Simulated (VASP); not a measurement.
# Cr (I4_1/amd) in VASP: relaxation of cell and atoms with PBE

Aim: the relaxation of cell and atoms of Cr with PBE.

Everything below comes from runs of VASP 6.6.1. Logs are shortened: lines on timing, memory, paths and dates and some standing lists are left out, and cuts for length are marked.

## 1. The cell of the first run

Symmetry: I4_1/amd, No. 141, tetragonal system. Conventional cell: a = 4.492 Å, b = 4.492 Å, c = 2.448 Å, α = 90.00°, β = 90.00°, γ = 90.00°. Within 3.1 Å of Cr (site symmetry -4m2) lie 10 Cr at 2.33 to 2.90 Å.

## 2. Relaxation of cell and atoms, PBE

File INCAR:

```
ALGO     = Fast           # electronic algorithm
EDIFF    = 1E-6           # SCF threshold, eV
EDIFFG   = -0.01          # ionic threshold
ENCUT    = 600            # plane-wave cutoff, eV
GGA      = PE             # functional
IBRION   = 2              # ionic algorithm
ISIF     = 3              # what is computed and relaxed
ISMEAR   = 0              # smearing method
LASPH    = True           # aspherical terms in the spheres
LCHARG   = False          # write CHGCAR
LREAL    = False          # projectors in reciprocal space
LWAVE    = False          # write WAVECAR
NELM     = 100            # most SCF steps
NSW      = 100            # ionic steps
PREC     = Accurate       # precision mode
SIGMA    = 0.1            # smearing width, eV
```

File KPOINTS:

```
k-points
0
Gamma
  26 26 26
```

File POSCAR:

```
Cr
1.0
   -2.2461480778      2.2461480778      1.2241579814
    2.2461480778     -2.2461480778      1.2241579814
    2.2461480778      2.2461480778     -1.2241579814
Cr
2
Direct
    0.0000000000      0.0000000000      0.0000000000
    0.7500000000      0.2500000000      0.5000000000
```

Potentials or basis: VASP PAW PBE potentials, release 64 (Cr_pv).

Run with:

```console
> cat potpaw_PBE.64/Cr_pv/POTCAR > POTCAR
> mpirun -np 1 vasp_std > vasp.out
```

OUTCAR:

```text
EDIFF = 1E-6
   EDIFFG = -0.01
   ENCUT = 600
   GGA = PE
   IBRION = 2
   ISIF = 3
   ISMEAR = 0
   LASPH = True
   LREAL = False
   NELM = 100
   NSW = 100
   PREC = Accurate

 ion  position               nearest neighbor table
   1  0.000  0.000  0.000-   2 2.33   2 2.33   2 2.33   2 2.33   2 2.90   2 2.90   2 2.90   2 2.90

   2  0.750  0.250  0.500-   1 2.33   1 2.33   1 2.33   1 2.33   1 2.90   1 2.90   1 2.90   1 2.90

  LATTYP: Found a body centered tetragonal cell.
 ALAT       =     4.4922961556
 C/A-ratio  =     0.5450032407

  Lattice vectors:

 A1 = (  -2.2461480778,   2.2461480778,   1.2241579814)
 A2 = (   2.2461480778,  -2.2461480778,   1.2241579814)
 A3 = (   2.2461480778,   2.2461480778,  -1.2241579814)

Analysis of symmetry for initial positions (statically):
=====================================================================
 Subroutine PRICEL returns:
 Original cell was already a primitive cell.

 Routine SETGRP: Setting up the symmetry group for a
 body centered tetragonal supercell.

 Subroutine GETGRP returns: Found 16 space group operations
 (whereof  8 operations were pure point group operations)
 out of a pool of 16 trial point group operations.

The static configuration has the point symmetry D_2d.
 The point group associated with its full space group is D_4h.

Analysis of symmetry for dynamics (positions and initial velocities):
=====================================================================
 Subroutine PRICEL returns:
 Original cell was already a primitive cell.

 Routine SETGRP: Setting up the symmetry group for a
 body centered tetragonal supercell.

 Subroutine GETGRP returns: Found 16 space group operations
 (whereof  8 operations were pure point group operations)
 out of a pool of 16 trial point group operations.

The dynamic configuration has the point symmetry D_2d.
 The point group associated with its full space group is D_4h.

 Subroutine INISYM returns: Found 16 space group operations
 (whereof  8 operations are pure point group operations),
 and found     1 'primitive' translations

----------------------------------------------------------------------------------------

                                     Primitive cell

  volume of cell :      24.7044

  direct lattice vectors                    reciprocal lattice vectors
    -2.246148078  2.246148078  1.224157981     0.000000000  0.222603311  0.408444014
     2.246148078 -2.246148078  1.224157981     0.222603311  0.000000000  0.408444014
     2.246148078  2.246148078 -1.224157981     0.222603311  0.222603311  0.000000000

  length of vectors
     3.404251039  3.404251039  3.404251039     0.465165290  0.465165290  0.314808622
[... 110 lines left out ...]
   LEPSILON=     F    determine dielectric tensor
   LRPA    =     F    only Hartree local field effects (RPA)
 conjugate gradient relaxation of ions
 non-spin polarized calculation
 RMM-DIIS sequential band-by-band and
 Gauss-broadening in eV      SIGMA  =   0.10
  energy-cutoff  :      600.00
  volume of cell :       24.70
 maximum number of plane-waves:       841
   NGX = 13   NGY = 13   NGZ = 13

--------------------------------------- Ionic step        1  -------------------------------------------

 number of electron      23.9999995 magnetization

 Free energy of the ion-electron system (eV)
  ---------------------------------------------------
  ext. energy  EPLUGINS =         0.00000000
  ---------------------------------------------------
  free energy    TOTEN  =       -17.58313890 eV

  energy without entropy =      -17.56939304  energy(sigma->0) =      -17.57626597

------------------------ aborting loop because EDIFF is reached ----------------------------------------

  FORCE on cell =-STRESS in cart. coord.  units (eV):
  Direction    XX          YY          ZZ          XY          YZ          ZX
  --------------------------------------------------------------------------------------
  -------------------------------------------------------------------------------------
  Total        0.0557114      0.0557114     -0.0985016      0.0000000      0.0000000      0.0000000
  in kB        3.6131036      3.6131036     -6.3882153      0.0000000      0.0000000      0.0000000
  external PRESSURE =       0.2793306 kB  Pullay stress =       0.0000000 kB
[... 89 lines left out ...]
  FREE ENERGIE OF THE ION-ELECTRON SYSTEM (eV)
  ---------------------------------------------------
  free  energy   TOTEN  =       -17.5833238910 eV

  energy  without entropy=      -17.5696452023  energy(sigma->0) =      -17.57648455

[... ionic steps 4 to 7 ...]

--------------------------------------- Ionic step        8  -------------------------------------------

 number of electron      23.9999996 magnetization

------------------------ aborting loop because EDIFF is reached ----------------------------------------
[... 67 lines left out ...]
--------------------------------------- Ionic step       10  -------------------------------------------

 number of electron      23.9999996 magnetization

 Free energy of the ion-electron system (eV)
  ---------------------------------------------------
  ext. energy  EPLUGINS =         0.00000000
  ---------------------------------------------------
  free energy    TOTEN  =       -17.58349775 eV

  energy without entropy =      -17.56992786  energy(sigma->0) =      -17.57671281

 E-fermi :  10.2125     XC(G=0): -13.2121

 val. band max:       10.2122817776   @ k =  -0.4231   0.1923   0.1154
 cond. band min:      10.2126460055   @ k =   0.3462   0.1923   0.0385
 fundamental gap:      0.0003642280
 Fermi energy:        10.2125011590

 k-point     1 :       0.0000    0.0000    0.0000
  band No.  band energies     occupation
      1     -33.2110      2.00000
      2     -33.2110      2.00000
      3     -32.4132      2.00000
      4     -32.4019      2.00000
      5     -32.3364      2.00000
      6     -32.3364      2.00000
[... 433 lines left out ...]
      3     -33.0726      2.00000
      4     -32.7753      2.00000
      5     -32.5244      2.00000
      6     -32.2922      2.00000
[... 8 lines left out ...]
     15      11.8241      0.00000
     16      12.7479      0.00000

 [... further k-points ...]

------------------------ aborting loop because EDIFF is reached ----------------------------------------

  FORCE on cell =-STRESS in cart. coord.  units (eV):
  Direction    XX          YY          ZZ          XY          YZ          ZX
  --------------------------------------------------------------------------------------
  -------------------------------------------------------------------------------------
  Total        0.0148808      0.0148808     -0.0121285      0.0000000      0.0000000      0.0000000
  in kB        0.9678211      0.9678211     -0.7888125      0.0000000      0.0000000      0.0000000
  external PRESSURE =       0.3822765 kB  Pullay stress =       0.0000000 kB
[... 17 lines left out ...]
  FREE ENERGIE OF THE ION-ELECTRON SYSTEM (eV)
  ---------------------------------------------------
  free  energy   TOTEN  =       -17.5834977457 eV

  energy  without entropy=      -17.5699278649  energy(sigma->0) =      -17.57671281

 reached required accuracy - stopping structural energy minimisation
```

CONTCAR:

```text
Cr
   1.00000000000000
    -2.2476813352442058    2.2476813352442058    1.2190266033935517
     2.2476813352442058   -2.2476813352442058    1.2190266033935517
     2.2476813352442058    2.2476813352442058   -1.2190266033935517
  Cr
     2
Direct
     1.0000000000000000    0.0000000000000000    0.0000000000000000
     0.7500000000000000    0.2500000000000000    0.5000000000000000

  0.00000000E+00  0.00000000E+00  0.00000000E+00
  0.00000000E+00  0.00000000E+00  0.00000000E+00
```

Run time: 83 min. Hardware: 1 thread of Oxide Virtual Turin-like, shared host; peak memory 0.61 GiB.

Results:

| Property | Result |
| --- | --- |
| Free energy | -17.5835 eV |
| Relaxed volume | 12.32 Å³/atom |
| Relaxed cell | a = 3.404 Å, b = 3.404 Å, c = 3.404 Å, α = 97.37°, β = 97.37°, γ = 138.04° |
| Space group after relaxing (to 0.1 Å) | I4_1/amd (No. 141) |
| Energy gained by relaxing | 0.2 meV/atom |
| Ionic steps | 10 |
| Pressure after relaxing | 0.0 GPa |
| Band gap on the k mesh | zero (bands 12 and 13 overlap by 1.86 eV) |

Stress tensor (GPa, compression positive):
```
 0.10  0.00  0.00
 0.00  0.10  0.00
 0.00  0.00 -0.08
```

Step by step:
```tsv
step	energy change (eV)	largest force (eV/Å)	pressure (GPa)	volume (Å³)
1	0.0000	0.0000	0.03	24.70
2	-0.0002	0.0000	-0.65	24.71
3	-0.0002	0.0000	-0.57	24.71
4	-0.0002	0.0000	-0.60	24.71
5	-0.0002	0.0000	-0.57	24.71
6	-0.0003	0.0000	0.43	24.61
7	-0.0003	0.0000	-0.17	24.64
8	-0.0003	0.0000	0.11	24.63
9	-0.0003	0.0000	0.01	24.63
10	-0.0004	0.0000	0.04	24.63
```

Final structure:
```yaml
crystal:
  lattice:
    - [-2.24768, 2.24768, 1.21903]
    - [2.24768, -2.24768, 1.21903]
    - [2.24768, 2.24768, -1.21903]
  atoms:
    - { symbol: Cr, position: [0.00000, 0.00000, 0.00000] }
    - { symbol: Cr, position: [0.75000, 0.25000, 0.50000] }
```

Levels at points of the mesh, in eV from the Fermi level:
| k point | band 9 | band 10 | band 11 | band 12 | band 13 | band 14 | band 15 | band 16 |
| --- | --- | --- | --- | --- | --- | --- | --- | --- |
| (0.00, 0.00, 0.00) | -2.78 | -2.34 | -1.74 | 1.05 | 1.05 | 1.09 | 1.09 | 2.52 |
| (0.50, 0.00, 0.00) | -2.54 | -1.79 | -0.36 | -0.20 | 0.09 | 1.19 | 2.04 | 2.08 |
| (0.50, 0.50, 0.00) | -2.22 | -2.22 | -1.07 | -1.07 | 0.67 | 0.67 | 1.71 | 1.71 |
| (0.50, 0.50, 0.50) | -1.70 | -1.70 | -0.42 | -0.42 | 0.58 | 0.58 | 1.31 | 1.31 |

Caveat: the run has no spin polarisation, though such a crystal can be magnetic.
